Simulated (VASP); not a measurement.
Wanted: the native input for a VASP 6.6.1 run.

| Item | Value |
| --- | --- |
| Task | single point |
| Functional | PBEsol |
| Potentials or basis | VASP PAW PBE potentials, release 64 (Sn_d, Se, Zn, Cu) |
| Cutoff | 520 eV |
| k mesh | 7 × 7 × 7 |
| Occupations | fermi-dirac, width 0.05 eV |
| Spin | no spin polarisation |
| Dipole correction | no |
| Further INCAR settings | ALGO = Normal; EDIFF = 1e-06; NBANDS = 46 |

The structure of ZnCu2SnSe4 lies in POSCAR:

```
ZnCu2SnSe4
1.0
   -2.6033299622      2.6033299622      5.2101981352
    2.6033299622     -2.6033299622      5.2101981352
    2.6033299622      2.6033299622     -5.2101981352
Sn Se Zn Cu
1 4 1 2
Direct
    0.5000000000      0.5000000000      0.0000000000
    0.9016705929      0.3718496878      0.0000000000
    0.0983294071      0.0983294071      0.4701790949
    0.3718496878      0.9016705929      0.0000000000
    0.6281503122      0.6281503122      0.5298209051
    0.0000000000      0.0000000000      0.0000000000
    0.2500000000      0.7500000000      0.5000000000
    0.7500000000      0.2500000000      0.5000000000
```

These files were run (other wordings do the same):

INCAR

```
SYSTEM = ZnCu2SnSe4
PREC = Accurate ; ENCUT = 520
EDIFF = 1E-6 ; ISMEAR = -1
SIGMA = 0.05 ; LREAL = .FALSE.
LASPH = .TRUE. ; NELM = 80
ALGO = Normal ; ISIF = 2
LWAVE = .FALSE. ; LCHARG = .FALSE.
GGA = PS ; NBANDS = 46
```

KPOINTS

```
regular mesh
0
G
  7 7 7
  0 0 0
```

Potentials or basis: VASP PAW PBE potentials, release 64 (Sn_d, Se, Zn, Cu).

Run with:

```bash
$ cat potpaw_PBE.64/Sn_d/POTCAR potpaw_PBE.64/Se/POTCAR potpaw_PBE.64/Zn/POTCAR potpaw_PBE.64/Cu/POTCAR > POTCAR
$ mpirun -np 1 vasp_std > vasp.out
```

Results of the run:

```
Pressure               : 30.4 GPa
Largest force          : 0.026 eV/Å
Band gap on the k mesh : 0.20 eV
```

Caveat: the cell stands under pressure; the PAW data sets were made with another functional, which shifts forces and pressure a little; spin-orbit coupling is left out, which moves the levels of the heavy elements; an odd mesh through Γ misses points on the zone boundary, where band edges can lie.

It took 7.7 min on 1 thread of Intel(R) Xeon(R) Platinum 8259CL CPU @ 2.50GHz (Skylake/Cascade Lake), with other jobs on the host, peak memory 0.48 GiB.
